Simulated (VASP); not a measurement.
# O (R-3m) in VASP: a series of runs

Runs on O. Level: LDA. Tasks: single point.

All numbers are computed with VASP 6.6.1; they aren't measurements. Logs are shortened: lines on timing, memory, paths and dates and some standing lists are left out, and cuts for length are marked.

### 1 The cell of the first run

The structure is trigonal, space group R-3m (No. 166). The conventional cell has a = 2.789 Å, b = 2.789 Å, c = 10.016 Å, α = 90.00°, β = 90.00°, γ = 120.00°. Within 1.6 Å of O (site symmetry 3m) lie 1 O at 1.16 Å.

### 2 Single point, LDA

Input file INCAR:

```
SYSTEM = O
  PREC = Accurate
  ENCUT = 600
  EDIFF = 1E-6
  ISMEAR = -1
  SIGMA = 0.05
  LREAL = .FALSE.
  LASPH = .TRUE.
  NELM = 120
  ALGO = Normal
  ISIF = 2
  LWAVE = .FALSE.
  LCHARG = .FALSE.
  NBANDS = 13
  GGA_COMPAT = .FALSE.
```

Input file KPOINTS:

```
regular mesh
0
G
  8 8 8
  0 0 0
```

Input file POSCAR:

```
O
1.0
    1.3942938878      0.8049964357      3.3387233343
   -1.3942938878      0.8049964357      3.3387233343
    0.0000000000     -1.6099918919      3.3387233343
O
2
Direct
    0.0577000000      0.0577000000      0.0577000000
    0.9423000000      0.9423000000      0.9423000000
```

Potentials or basis: VASP PAW LDA potentials, release 64 (O).

Launch:

```sh
$ cat potpaw_LDA.64/O/POTCAR > POTCAR
$ mpirun -np 1 vasp_std > vasp.out
```

OUTCAR:

```text
SYSTEM = O
   PREC = Accurate
   ENCUT = 600
   EDIFF = 1E-6
   ISMEAR = -1
   LREAL = .FALSE.
   LASPH = .TRUE.
   NELM = 120
   ISIF = 2

 ion  position               nearest neighbor table
   1  0.058  0.058  0.058-   2 1.16
   2  0.942  0.942  0.942-   1 1.16

  LATTYP: Found a trigonal (rhomboedric) cell.
 ALAT       =     3.7066356997
 COS(alpha) =     0.7170048616

  Lattice vectors:

 A1 = (   1.3942938878,   0.8049964357,   3.3387233343)
 A2 = (  -1.3942938878,   0.8049964357,   3.3387233343)
 A3 = (   0.0000000000,  -1.6099918919,   3.3387233343)

Analysis of symmetry for initial positions (statically):
=====================================================================
 Subroutine PRICEL returns:
 Original cell was already a primitive cell.

 Routine SETGRP: Setting up the symmetry group for a
 trigonal (rhombohedral) supercell.

 Subroutine GETGRP returns: Found 12 space group operations
 (whereof 12 operations were pure point group operations)
 out of a pool of 12 trial point group operations.

The static configuration has the point symmetry D_3d.

Analysis of symmetry for dynamics (positions and initial velocities):
=====================================================================
 Subroutine PRICEL returns:
 Original cell was already a primitive cell.

 Routine SETGRP: Setting up the symmetry group for a
 trigonal (rhombohedral) supercell.

 Subroutine GETGRP returns: Found 12 space group operations
 (whereof 12 operations were pure point group operations)
 out of a pool of 12 trial point group operations.

The dynamic configuration has the point symmetry D_3d.

 Subroutine INISYM returns: Found 12 space group operations
 (whereof 12 operations are pure point group operations),
 and found     1 'primitive' translations

----------------------------------------------------------------------------------------

                                     Primitive cell

  volume of cell :      22.4843

  direct lattice vectors                    reciprocal lattice vectors
     1.394293888  0.804996436  3.338723334     0.358604455  0.207040338  0.099838541
    -1.394293888  0.804996436  3.338723334    -0.358604455  0.207040338  0.099838541
     0.000000000 -1.609991892  3.338723334     0.000000000 -0.414080676  0.099838602

  length of vectors
     3.706635700  3.706635700  3.706635590     0.425946700  0.425946700  0.425946655

  position of ions in fractional coordinates (direct lattice)
     0.057700000  0.057700000  0.057700000
     0.942300000  0.942300000  0.942300000

  ion indices of the primitive-cell ions
   primitive index   ion index
                 1           1
                 2           2

----------------------------------------------------------------------------------------

 KPOINTS: regular mesh

Automatic generation of k-mesh.
 Grid dimensions read from file:
 generate k-points for:    8    8    8

 Generating k-lattice:

  Cartesian coordinates                     Fractional coordinates (reciprocal lattice)
     0.044825557  0.025880042  0.012479818     0.125000000  0.000000000  0.000000000
    -0.044825557  0.025880042  0.012479818     0.000000000  0.125000000  0.000000000
     0.000000000 -0.051760085  0.012479825     0.000000000  0.000000000  0.125000000

  Length of vectors
     0.053243337  0.053243337  0.053243332

  Shift w.r.t. Gamma in fractional coordinates (k-lattice)
     0.000000000  0.000000000  0.000000000

 Subroutine IBZKPT returns following result:
 ===========================================

 Found     65 irreducible k-points:

 Following reciprocal coordinates:
            Coordinates               Weight
  0.000000  0.000000  0.000000      1.000000
  0.125000  0.000000  0.000000      6.000000
  0.250000  0.000000  0.000000      6.000000
  0.375000 -0.000000  0.000000      6.000000
  0.500000  0.000000  0.000000      3.000000
  0.125000  0.125000  0.000000      6.000000
[... 16 lines left out ...]
  0.250000  0.125000  0.125000      6.000000
  0.375000  0.125000  0.125000      6.000000
 [... further k-points ...]
   k-points           NKPTS =     65   k-points in BZ     NKDIM =     65   number of bands    NBANDS=     13
   number of dos      NEDOS =    301   number of ions     NIONS =      2
   total plane-waves  NPLWV =  27000
   dimension x,y,z NGX =    30 NGY =   30 NGZ =   30
   dimension x,y,z NGXF=    60 NGYF=   60 NGZF=   60
   ions per type =               2
   NGX,Y,Z   is equivalent  to a cutoff of  13.46, 13.46, 13.46 a.u.
   NGXF,Y,Z  is equivalent  to a cutoff of  26.91, 26.91, 26.91 a.u.
 SYSTEM =  O
   PREC   = accura    normal or accurate (medium, high low for compatibility)
   ISTART =      0    job   : 0-new  1-cont  2-samecut
   ICHARG =      2    charge: 1-file 2-atom 10-const
   ISPIN  =      1    spin polarized calculation?
   LNONCOLLINEAR =      F non collinear calculations
   LSORBIT =      F    spin-orbit coupling
   LASPH  =      T    aspherical Exc in radial PAW
   ENCUT  =  600.0 eV  44.10 Ry    6.64 a.u.   7.40  7.40  7.40*2*pi/ulx,y,z
   NELM   =    120;   NELMIN=  2; NELMDL= -5     # of ELM steps
   EDIFF  = 0.1E-05   stopping-criterion for ELM
   LREAL  =      F    real-space projection
   EDIFFG = 0.1E-04   stopping-criterion for IOM
   NSW    =      0    number of steps for IOM
   IBRION =     -1    ionic relax: 0-MD 1-quasi-New 2-CG
   NFREE  =      0    steps in history (QN), initial steepest desc. (CG)
   ISIF   =      2    stress and relaxation
   ISYM   =      2    0-nonsym 1-usesym 2-fastsym
   POTIM  = 0.5000    time-step for ionic-motion
   TEBEG  =    0.0;   TEEND  =   0.0 temperature during run
   PSTRESS=    0.0 pullay stress
   NELECT =      12.0000    total number of electrons
   NUPDOWN=      -1.0000    fix difference up-down
   EMIN   =  10.00;   EMAX   =-10.00  energy-range for DOS
   EFERMI =   0.00;   METHOD = LEGACY
   ISMEAR =    -1;   SIGMA  =   0.05  broadening in eV -4-tet -1-fermi 0-gaus
   EFERMI_NEDOS =   21; number of points for ismear=-14 and -15
   IALGO  =     38    algorithm
   IMIX   =      4    mixing-type and parameters
     AMIX     =   0.40;   BMIX     =  1.00
     AMIX_MAG =   1.60;   BMIX_MAG =  1.00
  volume/ion in A,a.u.               =      11.24        75.87
  Fermi-wavevector in a.u.,A,eV,Ry     =   1.327930  2.509425 23.992502  1.763399
  Thomas-Fermi vector in A             =   2.457206
   LORBIT       =      0    0 simple, 1 ext, 2 COOP (PROOUT), +10 PAW based schemes
   GGA     = CA    functional components
   LHFCALC =     F    Hartree Fock is set to
   AEXX    =    0.0000 exact exchange contribution
   IVDW    =     0    specifies the selected vdW correction
   LEPSILON=     F    determine dielectric tensor
   LRPA    =     F    only Hartree local field effects (RPA)
 non-spin polarized calculation
  energy-cutoff  :      600.00
  volume of cell :       22.48
 maximum number of plane-waves:       781
 NGX is ok and might be reduce to    30
   NGX = 15   NGY = 15   NGZ = 15

 number of electron      11.9999999 magnetization

 Free energy of the ion-electron system (eV)
  ---------------------------------------------------
  ext. energy  EPLUGINS =         0.00000000
  ---------------------------------------------------
  free energy    TOTEN  =       -10.46079812 eV

  energy without entropy =      -10.44236089  energy(sigma->0) =      -10.45157951

 E-fermi :   0.7053     XC(G=0): -10.2240

 val. band max:        0.7022362247   @ k =   0.3750   0.1250   0.1250
 cond. band min:       0.7121913469   @ k =   0.5000   0.3750   0.2500
 fundamental gap:      0.0099551221
 Fermi energy:         0.7052724978

 k-point     1 :       0.0000    0.0000    0.0000
  band No.  band energies     occupation
      1     -28.1191      2.00000
      2     -12.7104      2.00000
      3      -8.9258      2.00000
      4      -6.2435      2.00000
      5      -6.2435      2.00000
      6       1.3714      0.00000
      7       1.3714      0.00000
      8       8.8147      0.00000
      9      12.9387      0.00000
     10      15.3900      0.00000
     11      19.7699      0.00000
     12      21.8758      0.00000
     13      21.8758      0.00000

 k-point     2 :       0.1250    0.0000    0.0000
  band No.  band energies     occupation
      1     -28.0602      2.00000
      2     -12.6922      2.00000
      3      -8.8358      2.00000
      4      -6.5086      2.00000
      5      -6.3090      2.00000
      6       1.1215      0.00049
      7       1.2863      0.00002
      8       9.3240      0.00000
      9      12.9484      0.00000
     10      15.4203      0.00000
     11      19.3617      0.00000
     12      20.5275      0.00000
     13      22.5200      0.00000

 k-point     3 :       0.2500    0.0000    0.0000
  band No.  band energies     occupation
      1     -27.9155      2.00000
      2     -12.6370      2.00000
      3      -8.6901      2.00000
      4      -7.0437      2.00000
      5      -6.4641      2.00000
      6       0.5679      1.87953
      7       1.0850      0.00101
      8      10.4520      0.00000
      9      12.8924      0.00000
     10      15.7126      0.00000
     11      16.9339      0.00000
     12      21.3855      0.00000
     13      21.5488      0.00000
[... 305 lines left out ...]
 k-point    23 :       0.2500    0.1250    0.1250
  band No.  band energies     occupation
      1     -28.0415      2.00000
      2     -13.1163      2.00000
      3      -8.2357      2.00000
      4      -6.5601      2.00000
      5      -6.3118      2.00000
      6       1.2434      0.00004
      7       1.2921      0.00002
      8       9.1694      0.00000
      9      12.5921      0.00000
     10      14.4922      0.00000
     11      19.0384      0.00000
     12      22.3470      0.00000
     13      22.4759      0.00000

 k-point    24 :       0.3750    0.1250    0.1250
  band No.  band energies     occupation
      1     -27.8968      2.00000
      2     -13.0377      2.00000
      3      -8.1589      2.00000
      4      -7.0634      2.00000
      5      -6.4674      2.00000
      6       0.7022      1.03035
      7       1.0920      0.00087
      8      10.1818      0.00000
      9      12.7837      0.00000
     10      14.9370      0.00000
     11      16.2986      0.00000
     12      22.7975      0.00000
     13      23.2625      0.00000

 [... further k-points ...]

------------------------ aborting loop because EDIFF is reached ----------------------------------------

  FORCE on cell =-STRESS in cart. coord.  units (eV):
  Direction    XX          YY          ZZ          XY          YZ          ZX
  --------------------------------------------------------------------------------------
  -------------------------------------------------------------------------------------
  Total       -1.7478357     -1.7478364      7.5112436      0.0000000      0.0000007     -0.0000000
  in kB     -124.5464641   -124.5465129    535.2327063      0.0000000      0.0000523     -0.0000000
  external PRESSURE =      95.3799097 kB  Pullay stress =       0.0000000 kB

 VOLUME and BASIS-vectors are now :
 -----------------------------------------------------------------------------
  energy-cutoff  :      600.00
  volume of cell :       22.48
      direct lattice vectors                 reciprocal lattice vectors
     1.394293888  0.804996436  3.338723334     0.358604455  0.207040338  0.099838541
    -1.394293888  0.804996436  3.338723334    -0.358604455  0.207040338  0.099838541
     0.000000000 -1.609991892  3.338723334     0.000000000 -0.414080676  0.099838602

 POSITION                                       TOTAL-FORCE (eV/Angst)
 -----------------------------------------------------------------------------------
      0.00000      0.00000      0.57793         0.000000      0.000001      6.123448
      0.00000      0.00000      9.43824         0.000000     -0.000001     -6.123448
 -----------------------------------------------------------------------------------
    total drift:                               -0.000000     -0.000000      0.000000

  FREE ENERGIE OF THE ION-ELECTRON SYSTEM (eV)
  ---------------------------------------------------
  free  energy   TOTEN  =       -10.4607981234 eV

  energy  without entropy=      -10.4423608868  energy(sigma->0) =      -10.45157951
```

It took 20 s on 1 thread of Intel Xeon Platinum 8375C at 2.90GHz (Ice Lake), shared host; peak memory 0.14 GiB.

What came out:

```
Free energy            : -10.4608 eV
Pressure               : 9.5 GPa
Largest force          : 6.123 eV/Å
Band gap on the k mesh : zero (bands 6 and 7 overlap by 1.44 eV)
```

Forces on the atoms (eV/Å):
```
O    0.000  0.000  6.123
O    0.000  0.000 -6.123
```

Caveat: the standard files for N, O and F lose accuracy on very short bonds; spin is off for a triplet molecule; the cell stands under pressure; forces of over 1 eV/Å act on the atoms, so gaps and moduli don't describe the material at rest.

### 3 Single point, LDA

This run uses another cell than the first one, of 11.48 Å³/atom.

Input file INCAR:

```
SYSTEM = O
PREC = Accurate ; ENCUT = 600
EDIFF = 1E-6 ; ISMEAR = -1
SIGMA = 0.05 ; LREAL = .FALSE.
LASPH = .TRUE. ; NELM = 120
ALGO = Normal ; ISIF = 2
LWAVE = .FALSE. ; LCHARG = .FALSE.
GGA = CA ; NBANDS = 13
GGA_COMPAT = .FALSE.
```

KPOINTS is that of step 2.

Input file POSCAR:

```
O
1.0
    1.4041131824      0.8106656115      3.3622362452
   -1.4041131824      0.8106656115      3.3622362452
    0.0000000000     -1.6213302365      3.3622362452
O
2
Direct
    0.0577000000      0.0577000000      0.0577000000
    0.9423000000      0.9423000000      0.9423000000
```

Potentials or basis: VASP PAW LDA potentials, release 64 (O).

Launch:

```sh
$ cat potpaw_LDA.64/O/POTCAR > POTCAR
$ mpirun -np 1 vasp_std > vasp.out
```

Run time: 20 s. Hardware: 1 thread of Intel Xeon Platinum 8375C at 2.90GHz (Ice Lake), shared host; peak memory 0.15 GiB.

Results (log left out):

```yaml
Free_energy: -10.4866 eV
Pressure: 6.6 GPa
Largest_force: 5.183 eV/Å
Band_gap_on_the_k_mesh: zero (bands 6 and 7 overlap by 1.39 eV)
```

Forces on the atoms (eV/Å):
```
O    0.000  0.000  5.183
O    0.000  0.000 -5.183
```

Stress tensor (GPa, compression positive):
```
-12.32   0.00   0.00
  0.00 -12.32   0.00
  0.00   0.00  44.46
```

Levels at points of the mesh, in eV from the Fermi level:
| k point | band 3 | band 4 | band 5 | band 6 | band 7 | band 8 | band 9 | band 10 |
| --- | --- | --- | --- | --- | --- | --- | --- | --- |
| (0.00, 0.00, 0.00) | -9.47 | -6.81 | -6.81 | 0.64 | 0.64 | 8.04 | 12.00 | 14.61 |
| (0.50, 0.00, 0.00) | -9.32 | -8.02 | -7.23 | -0.78 | 0.10 | 10.67 | 12.28 | 13.26 |
| (0.50, 0.50, 0.00) | -9.10 | -7.45 | -7.32 | -1.46 | 0.69 | 10.35 | 11.27 | 15.09 |
| (0.50, 0.50, 0.50) | -7.14 | -6.92 | -6.92 | 0.91 | 0.91 | 8.13 | 8.15 | 13.83 |

Caveat: the standard files for N, O and F lose accuracy on very short bonds; spin is off for a triplet molecule; the cell stands under pressure; forces of over 1 eV/Å act on the atoms, so gaps and moduli don't describe the material at rest.

### 4 Single point, LDA

This run uses another cell than the first one, of 11.72 Å³/atom.

Input file INCAR:

```
PREC = Accurate
ENCUT = 600
EDIFF = 1E-6
ISMEAR = -1
SIGMA = 0.05
LREAL = F
LASPH = T
NELM = 120
ALGO = Normal
ISIF = 2
LWAVE = F
LCHARG = F
GGA = CA
NBANDS = 13
GGA_COMPAT = F
```

Input file KPOINTS:

```
Automatic mesh
0
Gamma
  8 8 8
```

Input file POSCAR:

```
O
1.0
    1.4137970276      0.8162565855      3.3854248141
   -1.4137970276      0.8162565855      3.3854248141
    0.0000000000     -1.6325121777      3.3854248141
O
2
Direct
    0.0577000000      0.0577000000      0.0577000000
    0.9423000000      0.9423000000      0.9423000000
```

Launch:

```sh
$ cat potpaw_LDA.64/O/POTCAR > POTCAR
$ mpirun -np 1 vasp_std > vasp.out
```

Run time: 20 s. Hardware: 1 thread of Intel Xeon Platinum 8375C at 2.90GHz (Ice Lake), shared host; peak memory 0.14 GiB.

It converged, with:

| Property | Result |
| --- | --- |
| Free energy | -10.5040 eV |
| Pressure | 4.0 GPa |
| Largest force | 4.306 eV/Å |
| Band gap on the k mesh | zero (bands 6 and 7 overlap by 1.34 eV) |

Forces in eV/Å, atoms in the order of the input:
```
O    0.000  0.000  4.306
O    0.000  0.000 -4.306
```

Stress tensor (GPa, compression positive):
```
-12.18   0.00   0.00
  0.00 -12.18   0.00
  0.00   0.00  36.24
```

Levels at points of the mesh, in eV from the Fermi level:
```
           k point  band 3  band 4  band 5  band 6  band 7  band 8  band 9  band 10
(0.00, 0.00, 0.00)   -9.31   -6.68   -6.68    0.62    0.62    7.97   11.77    14.53
(0.50, 0.00, 0.00)   -9.12   -7.92   -7.09   -0.75    0.10   10.52   12.25    13.10
(0.50, 0.50, 0.00)   -8.90   -7.30   -7.24   -1.41    0.67   10.14   11.28    14.97
(0.50, 0.50, 0.50)   -7.06   -6.79   -6.79    0.88    0.88    7.98    8.12    13.64
```

Caveat: the standard files for N, O and F lose accuracy on very short bonds; spin is off for a triplet molecule; the cell stands under pressure; forces of over 1 eV/Å act on the atoms, so gaps and moduli don't describe the material at rest.

### 5 Overview

| cell | gap on the mesh (eV) | pressure (GPa) | largest force (eV/Å) |
| --- | --- | --- | --- |
| a = 3.707 Å, angles 44.2°, 2 atoms | none | 9.5 | 6.12 |
| a = 3.733 Å, angles 44.2°, 2 atoms | none | 6.6 | 5.18 |
| a = 3.758 Å, angles 44.2°, 2 atoms | none | 4.0 | 4.31 |

Alike in all rows: task single point; level LDA; potentials or basis VASP PAW LDA potentials, release 64 (O); no spin polarisation; k mesh 8 × 8 × 8; cutoff (eV) 600; smearing fermi-dirac 0.05 eV.

Caveats: the standard files for N, O and F lose accuracy on very short bonds; spin is off for a triplet molecule; the cell stands under pressure; forces of over 1 eV/Å act on the atoms, so gaps and moduli don't describe the material at rest.

Total energies depend on the potentials used, so only differences within one code and one set of settings carry meaning.
